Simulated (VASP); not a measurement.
# ZnS: relaxation of cell and atoms with r2SCAN

Crystal: ZnS.

```
CELL_PARAMETERS angstrom
3.80622 0.00000 0.00000
-1.90311 3.29628 0.00000
0.00000 0.00000 6.24656
ATOMIC_POSITIONS crystal
Zn 0.33333 0.66667 0.00540
Zn 0.66667 0.33333 0.50540
S 0.33333 0.66667 0.37960
S 0.66667 0.33333 0.87960
```

```json
{
  "Program": "VASP 6.6.1",
  "Task": "relaxation of cell and atoms",
  "Functional": "r2SCAN",
  "Potentials or basis": "VASP PAW PBE potentials, release 64 (Zn, S)",
  "Cutoff": "600 eV",
  "k mesh": "6 × 6 × 4",
  "Occupations": "gaussian, width 0.01 eV",
  "Spin": "no spin polarisation",
  "Target pressure": "1 GPa",
  "Dipole correction": "no",
  "Further INCAR settings": "ALGO = Normal; EDIFF = 1e-06; IBRION = 2; EDIFFG = -0.002; NSW = 100; ISIF = 3"
}
```

```yaml
Relaxed_volume: 19.36 Å³/atom
Relaxed_cell: a = 3.791 Å, b = 3.791 Å, c = 6.220 Å, α = 90.00°, β = 90.00°, γ = 120.00°
Space_group_after_relaxing_to_0.1_Å: P6_3mc (No. 186)
Energy_change_on_relaxing_the_run_minimises_the_enthalpy: +0.6 meV/atom
Ionic_steps: 8
Pressure_after_relaxing: 1.0 GPa
Band_gap_on_the_k_mesh: 2.84 eV
```

Step by step:
| step | energy change (eV) | largest force (eV/Å) | pressure (GPa) | volume (Å³) |
| --- | --- | --- | --- | --- |
| 1 | 0.0000 | 0.0019 | 0.01 | 78.37 |
| 2 | 0.0054 | 0.0040 | 1.44 | 77.01 |
| 3 | 0.0030 | 0.0026 | 1.10 | 77.33 |
| 4 | 0.0025 | 0.0022 | 1.01 | 77.42 |
| 5 | 0.0024 | 0.0021 | 0.93 | 77.44 |
| 6 | 0.0024 | 0.0005 | 0.98 | 77.44 |
| 7 | 0.0024 | 0.0007 | 0.97 | 77.44 |
| 8 | 0.0024 | 0.0009 | 1.00 | 77.43 |

Final structure:
```cif
data_structure
_symmetry_space_group_name_H-M 'P 1'
_symmetry_Int_Tables_number 1
_cell_length_a 3.7912
_cell_length_b 3.7912
_cell_length_c 6.2204
_cell_angle_alpha 90.000
_cell_angle_beta 90.000
_cell_angle_gamma 120.000
_cell_volume 77.43
loop_
_atom_site_label
_atom_site_type_symbol
_atom_site_fract_x
_atom_site_fract_y
_atom_site_fract_z
_atom_site_occupancy
Zn1 Zn 0.33333 0.66667 0.00540 1
Zn2 Zn 0.66667 0.33333 0.50540 1
S1 S 0.33333 0.66667 0.37960 1
S2 S 0.66667 0.33333 0.87960 1
```

Levels at points of the mesh, in eV from the valence-band top:
| k point | band 16 | band 17 | band 18 | band 19 | band 20 | band 21 |
| --- | --- | --- | --- | --- | --- | --- |
| (0.00, 0.00, 0.00) | -0.09 | 0.00 | 0.00 | 2.84 | 3.64 | 6.79 |
| (0.50, 0.00, 0.00) | -2.35 | -1.76 | -0.93 | 4.03 | 4.81 | 5.44 |
| (0.00, 0.00, 0.50) | -0.49 | -0.49 | -0.49 | 4.15 | 4.15 | 7.25 |
| (0.50, 0.00, 0.50) | -1.71 | -1.69 | -1.69 | 3.96 | 3.96 | 5.65 |

Run time: 8.6 min on 1 thread of Intel(R) Xeon(R) Platinum 8488C (Sapphire Rapids), on a shared host, peak memory 0.24 GiB.

Caveat: the cell is relaxed towards a set pressure, so the run minimises the enthalpy, not the energy; the PAW data sets were made with another functional, which shifts forces and pressure a little.
